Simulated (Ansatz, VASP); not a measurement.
# WC: VASP beside Ansatz

File INCAR:

```
SYSTEM = WC
PREC = Accurate
ENCUT = 600
EDIFF = 1E-6
ISMEAR = -1
SIGMA = 0.05
LREAL = .False.
LASPH = .True.
NELM = 60
ALGO = Normal
ISIF = 3
LWAVE = .False.
LCHARG = .False.
GGA = CA
IBRION = 2
NSW = 80
EDIFFG = -0.02
```

The input KPOINTS:

```
regular mesh
0
Gamma
  10 10 9
  0 0 0
```

POSCAR

```
WC
1.0
    2.9065000000      0.0000000000      0.0000000000
   -1.4532500000      2.5171028361      0.0000000000
    0.0000000000      0.0000000000      2.8366000000
W C
1 1
Direct
    0.0000000000      0.0000000000      0.0000000000
    0.6666666667      0.3333333333      0.5000000000
```

input.yaml

```yaml
crystal:
  lattice:
    - [2.9065, 0.0, 0.0]
    - [-1.45325, 2.5171028361, 0.0]
    - [0.0, 0.0, 2.8366]
  atoms:
    - { symbol: W, position: [0.0, 0.0, 0.0] }
    - { symbol: C, position: [0.6666666667, 0.3333333333, 0.5] }
kpoints:
  mp_grid: { grid: [10, 10, 9] }
scf:
  occupations: { method: fermi_dirac, width: 0.05 }
hamiltonian:
  xc: lda
  pseudopotentials: { kind: all_electron, lapw: { basis_error: 0.001 } }
output:
  forces: true
  stress: true
relax:
  f_tol: 0.02
  max_steps: 60
  cell: {}
```

Alike in both runs: task relaxation of cell and atoms; functional LDA; k mesh 10 × 10 × 9; occupations fermi-dirac, width 0.05 eV; no spin polarisation.

|  | VASP | Ansatz |
| --- | --- | --- |
| version | VASP 6.6.1 | Ansatz 0.2.0 |
| potentials or method | VASP PAW LDA potentials, release 64 (W_sv, C), cutoff 600 eV | all-electron LAPW, scalar-relativistic |

```tsv
	VASP	Ansatz	Ansatz less VASP
relaxed volume (Å³/atom)	10.20	10.13	-0.067
relaxed cell length with the largest relative difference (Å)	2.891	2.885	-0.0066
```

LDA's correlation is that of Perdew and Zunger in VASP and of Perdew and Wang (1992) in Ansatz. Ansatz ran all-electron here, and VASP with PAW potentials.

Spin-orbit coupling is off throughout.
